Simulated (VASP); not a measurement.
# MgS (F-43m) in VASP: notebook

The runs below take MgS through single point, with PBE.

All numbers are computed with VASP 6.6.1; they aren't measurements. Logs are shortened: lines on timing, memory, paths and dates and some standing lists are left out, and cuts for length are marked.

**1. The cell of the first run**

Symmetry: F-43m, No. 216, cubic system. Conventional cell: a = 5.662 Å, b = 5.662 Å, c = 5.662 Å, α = 90.00°, β = 90.00°, γ = 90.00°. Mg (site symmetry -43m) has 4 S at 2.45 Å within 3.2 Å. Within 3.2 Å of S (site symmetry -43m) lie 4 Mg at 2.45 Å.

**2. Single point, PBE**

The input, INCAR:

```
PREC     = Accurate       # precision mode
ENCUT    = 600            # plane-wave cutoff, eV
EDIFF    = 1E-6           # SCF threshold, eV
ISMEAR   = 0              # smearing method
SIGMA    = 0.01           # smearing width, eV
LREAL    = F              # projectors in reciprocal space
LASPH    = T              # aspherical terms in the spheres
NELM     = 120            # most SCF steps
ALGO     = Normal         # electronic algorithm
ISIF     = 2              # what is computed and relaxed
LWAVE    = F              # write WAVECAR
LCHARG   = F              # write CHGCAR
GGA      = PE             # functional
NBANDS   = 11             # bands
GGA_COMPAT= F
```

The input, KPOINTS:

```
Automatic mesh
0
Gamma
  6 6 6
```

The input, POSCAR:

```
MgS
1.0
    0.0000000000      2.8308768389      2.8308768389
    2.8308768389      0.0000000000      2.8308768389
    2.8308768389      2.8308768389      0.0000000000
Mg S
1 1
Direct
    0.0000000000      0.0000000000      0.0000000000
    0.2500000000      0.2500000000      0.2500000000
```

Potentials or basis: VASP PAW PBE potentials, release 64 (Mg, S).

The run is started by

```
$ cat potpaw_PBE.64/Mg/POTCAR potpaw_PBE.64/S/POTCAR > POTCAR
$ mpirun -np 1 vasp_std > vasp.out
```

OUTCAR:

```text
PREC = Accurate
   ENCUT = 600
   EDIFF = 1E-6
   ISMEAR = 0
   LREAL = F
   LASPH = T
   NELM = 120
   ISIF = 2
   GGA = PE

 ion  position               nearest neighbor table
   1  0.000  0.000  0.000-   2 2.45   2 2.45   2 2.45   2 2.45
   2  0.250  0.250  0.250-   1 2.45   1 2.45   1 2.45   1 2.45

  LATTYP: Found a face centered cubic cell.
 ALAT       =     5.6617536778

  Lattice vectors:

 A1 = (   0.0000000000,   2.8308768389,   2.8308768389)
 A2 = (   2.8308768389,   0.0000000000,   2.8308768389)
 A3 = (   2.8308768389,   2.8308768389,   0.0000000000)

Analysis of symmetry for initial positions (statically):
=====================================================================
 Subroutine PRICEL returns:
 Original cell was already a primitive cell.

 Routine SETGRP: Setting up the symmetry group for a
 face centered cubic supercell.

 Subroutine GETGRP returns: Found 24 space group operations
 (whereof 24 operations were pure point group operations)
 out of a pool of 48 trial point group operations.

The static configuration has the point symmetry T_d .

Analysis of symmetry for dynamics (positions and initial velocities):
=====================================================================
 Subroutine PRICEL returns:
 Original cell was already a primitive cell.

 Routine SETGRP: Setting up the symmetry group for a
 face centered cubic supercell.

 Subroutine GETGRP returns: Found 24 space group operations
 (whereof 24 operations were pure point group operations)
 out of a pool of 48 trial point group operations.

The dynamic configuration has the point symmetry T_d .

 Subroutine INISYM returns: Found 24 space group operations
 (whereof 24 operations are pure point group operations),
 and found     1 'primitive' translations

----------------------------------------------------------------------------------------

                                     Primitive cell

  volume of cell :      45.3725

  direct lattice vectors                    reciprocal lattice vectors
     0.000000000  2.830876839  2.830876839    -0.176623721  0.176623721  0.176623721
     2.830876839  0.000000000  2.830876839     0.176623721 -0.176623721  0.176623721
     2.830876839  2.830876839  0.000000000     0.176623721  0.176623721 -0.176623721

  length of vectors
     4.003464419  4.003464419  4.003464419     0.305921258  0.305921258  0.305921258

  position of ions in fractional coordinates (direct lattice)
     0.000000000  0.000000000  0.000000000
     0.250000000  0.250000000  0.250000000

  ion indices of the primitive-cell ions
   primitive index   ion index
                 1           1
                 2           2

----------------------------------------------------------------------------------------

 KPOINTS: Automatic mesh

Automatic generation of k-mesh.
 Grid dimensions read from file:
 generate k-points for:    6    6    6

 Generating k-lattice:

  Cartesian coordinates                     Fractional coordinates (reciprocal lattice)
    -0.029437287  0.029437287  0.029437287     0.166666667  0.000000000  0.000000000
     0.029437287 -0.029437287  0.029437287     0.000000000  0.166666667  0.000000000
     0.029437287  0.029437287 -0.029437287     0.000000000  0.000000000  0.166666667

  Length of vectors
     0.050986876  0.050986876  0.050986876

  Shift w.r.t. Gamma in fractional coordinates (k-lattice)
     0.000000000  0.000000000  0.000000000

 Subroutine IBZKPT returns following result:
 ===========================================

 Found     16 irreducible k-points:

 Following reciprocal coordinates:
            Coordinates               Weight
  0.000000  0.000000  0.000000      1.000000
  0.166667  0.000000  0.000000      8.000000
  0.333333  0.000000  0.000000      8.000000
  0.500000  0.000000  0.000000      4.000000
  0.166667  0.166667  0.000000      6.000000
  0.333333  0.166667  0.000000     24.000000
[... 8 lines left out ...]
 -0.333333  0.333333  0.166667     24.000000
 -0.333333  0.500000  0.166667     12.000000
   k-points           NKPTS =     16   k-points in BZ     NKDIM =     16   number of bands    NBANDS=     11
   number of dos      NEDOS =    301   number of ions     NIONS =      2
   total plane-waves  NPLWV =  32768
   dimension x,y,z NGX =    32 NGY =   32 NGZ =   32
   dimension x,y,z NGXF=    64 NGYF=   64 NGZF=   64
   ions per type =               1   1
   NGX,Y,Z   is equivalent  to a cutoff of  13.29, 13.29, 13.29 a.u.
   NGXF,Y,Z  is equivalent  to a cutoff of  26.58, 26.58, 26.58 a.u.
 SYSTEM =  unknown system
   PREC   = accura    normal or accurate (medium, high low for compatibility)
   ISTART =      0    job   : 0-new  1-cont  2-samecut
   ICHARG =      2    charge: 1-file 2-atom 10-const
   ISPIN  =      1    spin polarized calculation?
   LNONCOLLINEAR =      F non collinear calculations
   LSORBIT =      F    spin-orbit coupling
   LASPH  =      T    aspherical Exc in radial PAW
   ENCUT  =  600.0 eV  44.10 Ry    6.64 a.u.   8.00  8.00  8.00*2*pi/ulx,y,z
   NELM   =    120;   NELMIN=  2; NELMDL= -5     # of ELM steps
   EDIFF  = 0.1E-05   stopping-criterion for ELM
   LREAL  =      F    real-space projection
   EDIFFG = 0.1E-04   stopping-criterion for IOM
   NSW    =      0    number of steps for IOM
   IBRION =     -1    ionic relax: 0-MD 1-quasi-New 2-CG
   NFREE  =      0    steps in history (QN), initial steepest desc. (CG)
   ISIF   =      2    stress and relaxation
   ISYM   =      2    0-nonsym 1-usesym 2-fastsym
   POTIM  = 0.5000    time-step for ionic-motion
   TEBEG  =    0.0;   TEEND  =   0.0 temperature during run
   PSTRESS=    0.0 pullay stress
   NELECT =       8.0000    total number of electrons
   NUPDOWN=      -1.0000    fix difference up-down
   EMIN   =  10.00;   EMAX   =-10.00  energy-range for DOS
   EFERMI =   0.00;   METHOD = LEGACY
   ISMEAR =     0;   SIGMA  =   0.01  broadening in eV -4-tet -1-fermi 0-gaus
   EFERMI_NEDOS =   21; number of points for ismear=-14 and -15
   IALGO  =     38    algorithm
   IMIX   =      4    mixing-type and parameters
     AMIX     =   0.40;   BMIX     =  1.00
     AMIX_MAG =   1.60;   BMIX_MAG =  1.00
  volume/ion in A,a.u.               =      22.69       153.09
  Fermi-wavevector in a.u.,A,eV,Ry     =   0.917995  1.734760 11.465842  0.842716
  Thomas-Fermi vector in A             =   2.043027
   LORBIT       =      0    0 simple, 1 ext, 2 COOP (PROOUT), +10 PAW based schemes
   GGA     = PE    functional components
   LHFCALC =     F    Hartree Fock is set to
   AEXX    =    0.0000 exact exchange contribution
   IVDW    =     0    specifies the selected vdW correction
   LEPSILON=     F    determine dielectric tensor
   LRPA    =     F    only Hartree local field effects (RPA)
 non-spin polarized calculation
 Gauss-broadening in eV      SIGMA  =   0.01
  energy-cutoff  :      600.00
  volume of cell :       45.37
 maximum number of plane-waves:      1527
   NGX = 15   NGY = 15   NGZ = 15

 number of electron       8.0000000 magnetization

 Free energy of the ion-electron system (eV)
  ---------------------------------------------------
  ext. energy  EPLUGINS =         0.00000000
  ---------------------------------------------------
  free energy    TOTEN  =        -8.47054333 eV

  energy without entropy =       -8.47054333  energy(sigma->0) =       -8.47054333

 E-fermi :   1.1183     XC(G=0):  -8.3899

 val. band max:        1.0635934182   @ k =   0.0000   0.0000   0.0000
 cond. band min:       4.5217805823   @ k =   0.0000   0.0000   0.0000
 fundamental gap:      3.4581871641
 Fermi energy:         1.1182647834

 k-point     1 :       0.0000    0.0000    0.0000
  band No.  band energies     occupation
      1     -10.2034      2.00000
      2       1.0636      2.00000
      3       1.0636      2.00000
      4       1.0636      2.00000
      5       4.5218      0.00000
      6       9.0134      0.00000
      7       9.0134      0.00000
      8       9.0134      0.00000
      9      11.8945      0.00000
     10      11.8945      0.00000
     11      14.7872      0.00000

 k-point     2 :       0.1667    0.0000    0.0000
  band No.  band energies     occupation
      1     -10.0523      2.00000
      2      -0.0030      2.00000
      3       0.9742      2.00000
      4       0.9742      2.00000
      5       5.5216      0.00000
      6       8.7615      0.00000
      7       9.2657      0.00000
      8       9.2657      0.00000
      9      11.3068      0.00000
     10      11.3068      0.00000
     11      13.8465      0.00000

 k-point     3 :       0.3333    0.0000    0.0000
  band No.  band energies     occupation
      1      -9.7147      2.00000
      2      -1.4540      2.00000
      3       0.8116      2.00000
      4       0.8116      2.00000
      5       6.2056      0.00000
      6       8.9897      0.00000
      7       8.9897      0.00000
      8       9.2343      0.00000
      9      12.2616      0.00000
     10      12.2616      0.00000
     11      13.1884      0.00000

 k-point     4 :       0.5000    0.0000    0.0000
  band No.  band energies     occupation
      1      -9.5229      2.00000
      2      -2.0623      2.00000
      3       0.7373      2.00000
      4       0.7373      2.00000
      5       6.1789      0.00000
      6       8.7018      0.00000
      7       8.7018      0.00000
      8       9.6701      0.00000
      9      13.9502      0.00000
     10      14.2364      0.00000
     11      14.2364      0.00000

 k-point     5 :       0.1667    0.1667    0.0000
  band No.  band energies     occupation
      1     -10.0022      2.00000
      2       0.0216      2.00000
      3       0.7638      2.00000
      4       0.7638      2.00000
      5       5.8497      0.00000
      6       8.1520      0.00000
      7       9.7446      0.00000
      8       9.7446      0.00000
      9       9.8955      0.00000
     10      12.3612      0.00000
     11      15.7760      0.00000
[... 99 lines left out ...]
 k-point    13 :       0.5000    0.5000    0.0000
  band No.  band energies     occupation
      1      -9.3030      2.00000
      2      -1.7460      2.00000
      3       0.0331      2.00000
      4       0.0331      2.00000
      5       4.9486      0.00000
      6       6.7123      0.00000
      7      12.2229      0.00000
      8      13.3601      0.00000
      9      13.3601      0.00000
     10      14.9439      0.00000
     11      14.9446      0.00000

 k-point    14 :       0.5000    0.3333    0.1667
  band No.  band energies     occupation
      1      -9.4844      2.00000
      2      -1.3746      2.00000
      3      -0.2451      2.00000
      4       0.3727      2.00000
      5       6.7565      0.00000
      6       8.1257      0.00000
      7       8.5854      0.00000
      8      10.8807      0.00000
      9      11.7389      0.00000
     10      14.6049      0.00000
     11      15.3889      0.00000

 k-point    15 :      -0.3333    0.3333    0.1667
  band No.  band energies     occupation
      1      -9.3544      2.00000
      2      -1.4771      2.00000
      3      -0.5966      2.00000
      4       0.1717      2.00000
      5       6.8342      0.00000
      6       8.0964      0.00000
      7       9.4874      0.00000
      8      10.3657      0.00000
      9      12.2786      0.00000
     10      14.1201      0.00000
     11      15.3199      0.00000

 k-point    16 :      -0.3333    0.5000    0.1667
  band No.  band energies     occupation
      1      -9.2965      2.00000
      2      -1.4402      2.00000
      3      -0.4895      2.00000
      4      -0.1918      2.00000
      5       6.0450      0.00000
      6       7.9082      0.00000
      7      10.4577      0.00000
      8      10.4673      0.00000
      9      13.5919      0.00000
     10      14.9106      0.00000
     11      14.9232      0.00000

------------------------ aborting loop because EDIFF is reached ----------------------------------------

  FORCE on cell =-STRESS in cart. coord.  units (eV):
  Direction    XX          YY          ZZ          XY          YZ          ZX
  --------------------------------------------------------------------------------------
  -------------------------------------------------------------------------------------
  Total        0.2710250      0.2710250      0.2710250      0.0000000      0.0000000      0.0000000
  in kB        9.5703305      9.5703305      9.5703305      0.0000000      0.0000000      0.0000000
  external PRESSURE =       9.5703305 kB  Pullay stress =       0.0000000 kB

 VOLUME and BASIS-vectors are now :
 -----------------------------------------------------------------------------
  energy-cutoff  :      600.00
  volume of cell :       45.37
      direct lattice vectors                 reciprocal lattice vectors
     0.000000000  2.830876839  2.830876839    -0.176623721  0.176623721  0.176623721
     2.830876839  0.000000000  2.830876839     0.176623721 -0.176623721  0.176623721
     2.830876839  2.830876839  0.000000000     0.176623721  0.176623721 -0.176623721

 POSITION                                       TOTAL-FORCE (eV/Angst)
 -----------------------------------------------------------------------------------
      0.00000      0.00000      0.00000         0.000000      0.000000      0.000000
      1.41544      1.41544      1.41544        -0.000000     -0.000000     -0.000000
 -----------------------------------------------------------------------------------
    total drift:                                0.000000      0.000000      0.000000

  FREE ENERGIE OF THE ION-ELECTRON SYSTEM (eV)
  ---------------------------------------------------
  free  energy   TOTEN  =        -8.4705433274 eV

  energy  without entropy=       -8.4705433274  energy(sigma->0) =       -8.47054333
```

Wall time 8.9 s (1 thread of Intel Xeon Platinum 8259CL at 2.50GHz (Skylake/Cascade Lake), shared host); peak memory 0.17 GiB.

Results:

```
Free energy            : -8.4705 eV
Pressure               : 1.0 GPa
Band gap on the k mesh : 3.46 eV, direct
```

**3. Single point, PBE**

The input, INCAR:

```
SYSTEM = MgS
PREC = Accurate
ENCUT = 600
EDIFF = 1E-6
ISMEAR = 0
SIGMA = 0.01
LREAL = .False.
LASPH = .True.
NELM = 120
ALGO = Normal
ISIF = 2
LWAVE = .False.
LCHARG = .False.
GGA = PE
NBANDS = 11
GGA_COMPAT = .False.
```

The input, KPOINTS:

```
Automatic mesh
0
Gamma
  6 6 6
  0 0 0
```

POSCAR is that of step 2.

Potentials or basis: VASP PAW PBE potentials, release 64 (Mg, S).

The run is started by

```
$ cat potpaw_PBE.64/Mg/POTCAR potpaw_PBE.64/S/POTCAR > POTCAR
$ mpirun -np 1 vasp_std > vasp.out
```

Wall time 9 s (1 thread of Intel Xeon Platinum 8259CL at 2.50GHz (Skylake/Cascade Lake), shared host); peak memory 0.17 GiB.

Results (log left out):

```
Free energy            : -8.4705 eV
Pressure               : 1.0 GPa
Band gap on the k mesh : 3.46 eV, direct
```

Levels at points of the mesh, in eV from the valence-band top:
| k point | band 2 | band 3 | band 4 | band 5 | band 6 | band 7 |
| --- | --- | --- | --- | --- | --- | --- |
| (0.00, 0.00, 0.00) | 0.00 | 0.00 | 0.00 | 3.46 | 7.95 | 7.95 |
| (0.50, 0.00, 0.00) | -3.13 | -0.33 | -0.33 | 5.12 | 7.64 | 7.64 |
| (0.50, 0.50, 0.00) | -2.81 | -1.03 | -1.03 | 3.88 | 5.65 | 11.16 |

A k mesh can miss the band edges. PBE gaps usually lie below the measured ones, often by a third to a half.
